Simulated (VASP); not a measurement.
# AlFe (P4/mmm) in VASP: a series of runs

Runs on AlFe. Level: PBEsol. Tasks: single point.

All numbers are computed with VASP 6.6.1; they aren't measurements. Logs are shortened: lines on timing, memory, paths and dates and some standing lists are left out, and cuts for length are marked.

## Step 1: The cell of the first run

Symmetry: P4/mmm, No. 123, tetragonal system. The conventional cell has a = 2.810 Å, b = 2.810 Å, c = 3.383 Å, α = 90.00°, β = 90.00°, γ = 90.00°. Al (site symmetry 4/mmm) has 8 Fe at 2.61 Å and 6 Al at 2.81 to 3.38 Å within 3.4 Å. Fe (site symmetry 4/mmm) has 8 Al at 2.61 Å and 6 Fe at 2.81 to 3.38 Å within 3.4 Å.

## Step 2: Single point, PBEsol, collinear spin, ferromagnetic start (13.36 Å³/atom)

The input, INCAR:

```
SYSTEM = AlFe
ALGO = Fast
EDIFF = 1E-6
ENCUT = 520
GGA = PS
ISIF = 2
ISMEAR = 0
ISPIN = 2
LASPH = .TRUE.
LCHARG = .FALSE.
LMAXMIX = 4
LORBIT = 11
LREAL = .FALSE.
LWAVE = .FALSE.
MAGMOM = 0 0.75
NBANDS = 16
NELM = 150
PREC = Accurate
SIGMA = 0.15
```

The input, KPOINTS:

```
k-points
0
G
  18 18 18
  0 0 0
```

The input, POSCAR:

```
AlFe
1.0
    2.8101492208      0.0000000000      0.0000000000
    0.0000000000      2.8101492208      0.0000000000
    0.0000000000      0.0000000000      3.3825766170
Al Fe
1 1
Direct
    0.0000000000      0.0000000000      0.0000000000
    0.5000000000      0.5000000000      0.5000000000
```

Potentials or basis: VASP PAW PBE potentials, release 64 (Al, Fe).

Command:

```bash
cat potpaw_PBE.64/Al/POTCAR potpaw_PBE.64/Fe/POTCAR > POTCAR
mpirun -np 1 vasp_std > vasp.out
```

OUTCAR:

```text
SYSTEM = AlFe
   EDIFF = 1E-6
   ENCUT = 520
   GGA = PS
   ISIF = 2
   ISMEAR = 0
   ISPIN = 2
   LASPH = .TRUE.
   LORBIT = 11
   LREAL = .FALSE.
   NELM = 150
   PREC = Accurate

 ion  position               nearest neighbor table
   1  0.000  0.000  0.000-   2 2.61   2 2.61   2 2.61   2 2.61   2 2.61   2 2.61   2 2.61   2 2.61

   2  0.500  0.500  0.500-   1 2.61   1 2.61   1 2.61   1 2.61   1 2.61   1 2.61   1 2.61   1 2.61

  LATTYP: Found a simple tetragonal cell.
 ALAT       =     2.8101492208
 C/A-ratio  =     1.2037000000

  Lattice vectors:

 A1 = (   2.8101492208,   0.0000000000,   0.0000000000)
 A2 = (   0.0000000000,   2.8101492208,   0.0000000000)
 A3 = (   0.0000000000,   0.0000000000,   3.3825766170)

Analysis of symmetry for initial positions (statically):
=====================================================================
 Subroutine PRICEL returns:
 Original cell was already a primitive cell.

 Routine SETGRP: Setting up the symmetry group for a
 simple tetragonal supercell.

 Subroutine GETGRP returns: Found 16 space group operations
 (whereof 16 operations were pure point group operations)
 out of a pool of 16 trial point group operations.

The static configuration has the point symmetry D_4h.

Analysis of symmetry for dynamics (positions and initial velocities):
=====================================================================
 Subroutine PRICEL returns:
 Original cell was already a primitive cell.

 Routine SETGRP: Setting up the symmetry group for a
 simple tetragonal supercell.

 Subroutine GETGRP returns: Found 16 space group operations
 (whereof 16 operations were pure point group operations)
 out of a pool of 16 trial point group operations.

The dynamic configuration has the point symmetry D_4h.

Analysis of structural, dynamic, and magnetic symmetry:
=====================================================================
 Subroutine PRICEL returns:
 Original cell was already a primitive cell.

 Routine SETGRP: Setting up the symmetry group for a
 simple tetragonal supercell.

 Subroutine GETGRP returns: Found 16 space group operations
 (whereof 16 operations were pure point group operations)
 out of a pool of 16 trial point group operations.

The overall configuration has the point symmetry D_4h.

 Subroutine INISYM returns: Found 16 space group operations
 (whereof 16 operations are pure point group operations),
 and found     1 'primitive' translations

----------------------------------------------------------------------------------------

                                     Primitive cell

  volume of cell :      26.7120

  direct lattice vectors                    reciprocal lattice vectors
     2.810149221  0.000000000  0.000000000     0.355852989  0.000000000  0.000000000
     0.000000000  2.810149221  0.000000000     0.000000000  0.355852989  0.000000000
     0.000000000  0.000000000  3.382576617     0.000000000  0.000000000  0.295632624

  length of vectors
     2.810149221  2.810149221  3.382576617     0.355852989  0.355852989  0.295632624

  position of ions in fractional coordinates (direct lattice)
     0.000000000  0.000000000  0.000000000
     0.500000000  0.500000000  0.500000000

  ion indices of the primitive-cell ions
   primitive index   ion index
                 1           1
                 2           2

----------------------------------------------------------------------------------------

 KPOINTS: k-points

Automatic generation of k-mesh.
 Grid dimensions read from file:
 generate k-points for:   18   18   18

 Generating k-lattice:

  Cartesian coordinates                     Fractional coordinates (reciprocal lattice)
     0.019769611  0.000000000  0.000000000     0.055555556  0.000000000  0.000000000
     0.000000000  0.019769611  0.000000000     0.000000000  0.055555556  0.000000000
     0.000000000  0.000000000  0.016424035     0.000000000  0.000000000  0.055555556

  Length of vectors
     0.019769611  0.019769611  0.016424035

  Shift w.r.t. Gamma in fractional coordinates (k-lattice)
     0.000000000  0.000000000  0.000000000

 Subroutine IBZKPT returns following result:
 ===========================================

 Found    550 irreducible k-points:

 Following reciprocal coordinates:
            Coordinates               Weight
  0.000000  0.000000  0.000000      1.000000
  0.055556  0.000000  0.000000      4.000000
  0.111111  0.000000  0.000000      4.000000
  0.166667  0.000000  0.000000      4.000000
  0.222222  0.000000  0.000000      4.000000
  0.277778  0.000000  0.000000      4.000000
[... 16 lines left out ...]
  0.277778  0.111111  0.000000      8.000000
  0.333333  0.111111  0.000000      8.000000
 [... further k-points ...]
   k-points           NKPTS =    550   k-points in BZ     NKDIM =    550   number of bands    NBANDS=     16
   number of dos      NEDOS =    301   number of ions     NIONS =      2
   total plane-waves  NPLWV =  16128
   dimension x,y,z NGX =    24 NGY =   24 NGZ =   28
   dimension x,y,z NGXF=    48 NGYF=   48 NGZF=   56
   ions per type =               1   1
   NGX,Y,Z   is equivalent  to a cutoff of  14.20, 14.20, 13.76 a.u.
   NGXF,Y,Z  is equivalent  to a cutoff of  28.40, 28.40, 27.52 a.u.
 SYSTEM =  AlFe
   PREC   = accura    normal or accurate (medium, high low for compatibility)
   ISTART =      0    job   : 0-new  1-cont  2-samecut
   ICHARG =      2    charge: 1-file 2-atom 10-const
   ISPIN  =      2    spin polarized calculation?
   LNONCOLLINEAR =      F non collinear calculations
   LSORBIT =      F    spin-orbit coupling
   LASPH  =      T    aspherical Exc in radial PAW
   ENCUT  =  520.0 eV  38.22 Ry    6.18 a.u.   5.23  5.23  6.29*2*pi/ulx,y,z
   NELM   =    150;   NELMIN=  2; NELMDL= -5     # of ELM steps
   EDIFF  = 0.1E-05   stopping-criterion for ELM
   LREAL  =      F    real-space projection
   EDIFFG = 0.1E-04   stopping-criterion for IOM
   NSW    =      0    number of steps for IOM
   IBRION =     -1    ionic relax: 0-MD 1-quasi-New 2-CG
   NFREE  =      0    steps in history (QN), initial steepest desc. (CG)
   ISIF   =      2    stress and relaxation
   ISYM   =      2    0-nonsym 1-usesym 2-fastsym
   POTIM  = 0.5000    time-step for ionic-motion
   TEBEG  =    0.0;   TEEND  =   0.0 temperature during run
   PSTRESS=    0.0 pullay stress
   NELECT =      11.0000    total number of electrons
   NUPDOWN=      -1.0000    fix difference up-down
   EMIN   =  10.00;   EMAX   =-10.00  energy-range for DOS
   EFERMI =   0.00;   METHOD = LEGACY
   ISMEAR =     0;   SIGMA  =   0.15  broadening in eV -4-tet -1-fermi 0-gaus
   EFERMI_NEDOS =   21; number of points for ismear=-14 and -15
   IALGO  =     68    algorithm
   IMIX   =      4    mixing-type and parameters
     AMIX     =   0.40;   BMIX     =  1.00
     AMIX_MAG =   1.60;   BMIX_MAG =  1.00
  volume/ion in A,a.u.               =      13.36        90.13
  Fermi-wavevector in a.u.,A,eV,Ry     =   1.217971  2.301631 20.183606  1.483453
  Thomas-Fermi vector in A             =   2.353273
   LORBIT       =     11    0 simple, 1 ext, 2 COOP (PROOUT), +10 PAW based schemes
   GGA     = PS    functional components
   LHFCALC =     F    Hartree Fock is set to
   AEXX    =    0.0000 exact exchange contribution
   IVDW    =     0    specifies the selected vdW correction
   LEPSILON=     F    determine dielectric tensor
   LRPA    =     F    only Hartree local field effects (RPA)
 spin polarized calculation
 RMM-DIIS sequential band-by-band and
 Gauss-broadening in eV      SIGMA  =   0.15
  energy-cutoff  :      520.00
  volume of cell :       26.71
 maximum number of plane-waves:       740
 NGX is ok and might be reduce to    24
   NGX = 11   NGY = 11   NGZ = 13

 number of electron      11.0000003 magnetization       1.4597798

 Free energy of the ion-electron system (eV)
  ---------------------------------------------------
  ext. energy  EPLUGINS =         0.00000000
  ---------------------------------------------------
  free energy    TOTEN  =       -13.46721181 eV

  energy without entropy =      -13.43544024  energy(sigma->0) =      -13.45132603

 E-fermi :   7.1353     XC(G=0): -11.7032

 val. band max:        7.1353274935   @ k =   0.3889   0.1111   0.1111
 cond. band min:       7.1356322173   @ k =   0.5000   0.3889   0.1667
 fundamental gap:      0.0003047239
 Fermi energy:         7.1353447978

 spin component 1

 k-point     1 :       0.0000    0.0000    0.0000
  band No.  band energies     occupation
      1      -3.0416      1.00000
      2       4.0097      1.00000
      3       4.3500      1.00000
      4       5.9964      1.00000
      5       6.0380      1.00000
      6       6.0380      1.00000
[... 8 lines left out ...]
     15      27.2981      0.00000
     16      28.7622      0.00000

 k-point     2 :       0.0556    0.0000    0.0000
  band No.  band energies     occupation
      1      -2.9816      1.00000
      2       4.0315      1.00000
      3       4.3604      1.00000
      4       5.9640      1.00000
      5       5.9709      1.00000
      6       6.0424      1.00000
[... 8 lines left out ...]
     15      27.7867      0.00000
     16      27.8516      0.00000

 k-point     3 :       0.1111    0.0000    0.0000
  band No.  band energies     occupation
      1      -2.8024      1.00000
      2       4.0930      1.00000
      3       4.3857      1.00000
      4       5.7746      1.00000
      5       5.8986      1.00000
      6       6.0550      1.00000
[... 8 lines left out ...]
     15      26.3610      0.00000
     16      27.8606      0.00000
[... 362 lines left out ...]
 k-point    23 :       0.2778    0.1111    0.0000
  band No.  band energies     occupation
      1      -1.3503      1.00000
      2       4.1828      1.00000
      3       4.5540      1.00000
      4       5.0851      1.00000
      5       5.4612      1.00000
      6       5.9504      1.00000
[... 8 lines left out ...]
     15      24.4312      0.00000
     16      26.9870      0.00000

 k-point    24 :       0.3333    0.1111    0.0000
  band No.  band energies     occupation
      1      -0.7358      1.00000
      2       3.8078      1.00000
      3       4.6448      1.00000
      4       4.9039      1.00000
      5       5.3820      1.00000
      6       5.9792      1.00000
[... 8 lines left out ...]
     15      24.7238      0.00000
     16      27.5833      0.00000

 [... further k-points ...]

 spin component 2

 k-point     1 :       0.0000    0.0000    0.0000
  band No.  band energies     occupation
      1      -3.0298      1.00000
      2       5.1413      1.00000
      3       5.2240      1.00000
      4       7.3593      0.01737
      5       7.3593      0.01736
      6       8.0801      0.00000
[... 8 lines left out ...]
     15      27.2135      0.00000
     16      28.9863      0.00000

 k-point     2 :       0.0556    0.0000    0.0000
  band No.  band energies     occupation
      1      -2.9699      1.00000
      2       5.1659      1.00000
      3       5.2300      1.00000
      4       7.2325      0.17978
      5       7.3645      0.01537
      6       8.0459      0.00000
[... 8 lines left out ...]
     15      27.8223      0.00000
     16      28.0050      0.00000

 k-point     3 :       0.1111    0.0000    0.0000
  band No.  band energies     occupation
      1      -2.7908      1.00000
      2       5.2188      1.00000
      3       5.2546      1.00000
      4       6.9532      0.95701
      5       7.3795      0.01066
      6       7.9501      0.00000
[... 8 lines left out ...]
     15      26.5863      0.00000
     16      27.8663      0.00000
[... 362 lines left out ...]
 k-point    23 :       0.2778    0.1111    0.0000
  band No.  band energies     occupation
      1      -1.3346      1.00000
      2       4.8273      1.00000
      3       5.6781      1.00000
      4       6.1296      1.00000
      5       7.2427      0.15569
      6       7.3316      0.03211
[... 8 lines left out ...]
     15      24.4726      0.00000
     16      27.0218      0.00000

 k-point    24 :       0.3333    0.1111    0.0000
  band No.  band energies     occupation
      1      -0.7152      1.00000
      2       4.2373      1.00000
      3       5.8206      1.00000
      4       5.9345      1.00000
      5       7.2126      0.23313
      6       7.2774      0.09022
[... 8 lines left out ...]
     15      24.7422      0.00000
     16      27.6436      0.00000

 [... further k-points ...]
[... 5 lines left out ...]
  --------------------------------------------------------------------------------------
  -------------------------------------------------------------------------------------
  Total       -2.5297705     -2.5297705     -2.5352646      0.0000000      0.0000000      0.0000000
  in kB     -151.7348388   -151.7348388   -152.0643691      0.0000000      0.0000000      0.0000000
  external PRESSURE =    -151.8446822 kB  Pullay stress =       0.0000000 kB

 VOLUME and BASIS-vectors are now :
 -----------------------------------------------------------------------------
  energy-cutoff  :      520.00
  volume of cell :       26.71
      direct lattice vectors                 reciprocal lattice vectors
     2.810149221  0.000000000  0.000000000     0.355852989  0.000000000  0.000000000
     0.000000000  2.810149221  0.000000000     0.000000000  0.355852989  0.000000000
     0.000000000  0.000000000  3.382576617     0.000000000  0.000000000  0.295632624

 POSITION                                       TOTAL-FORCE (eV/Angst)
 -----------------------------------------------------------------------------------
      0.00000      0.00000      0.00000         0.000000      0.000000      0.000000
      1.40507      1.40507      1.69129         0.000000      0.000000      0.000000
 -----------------------------------------------------------------------------------
    total drift:                                0.000000      0.000000     -0.000000

  FREE ENERGIE OF THE ION-ELECTRON SYSTEM (eV)
  ---------------------------------------------------
  free  energy   TOTEN  =       -13.4672118114 eV

  energy  without entropy=      -13.4354402442  energy(sigma->0) =      -13.45132603

 total charge

# of ion       s       p       d       tot
------------------------------------------
    1        0.390   0.395   0.000   0.785
    2        0.408   0.436   6.344   7.188
--------------------------------------------------
tot          0.798   0.831   6.344   7.973

 magnetization (x)

# of ion       s       p       d       tot
------------------------------------------
    1       -0.013  -0.028   0.000  -0.041
    2        0.007   0.007   1.538   1.552
--------------------------------------------------
tot         -0.006  -0.020   1.538   1.511
```

It took 5.5 min on 1 thread of Intel Xeon Platinum 8259CL at 2.50GHz (Skylake/Cascade Lake), shared host; peak memory 0.46 GiB.

Results:

```yaml
Free_energy: -13.4672 eV
Pressure: -15.2 GPa
Net_moment: 1.46 μB per cell
Site_moments: Al -0.04; Fe +1.55 μB
Valence_electrons_inside_the_program's_atomic_spheres: Al 0.79; Fe 7.19
```

Caveat: the cell stands under tension; the PAW data sets were made with another functional, which shifts forces and pressure a little.

(Part 1 of 2 ends here.)
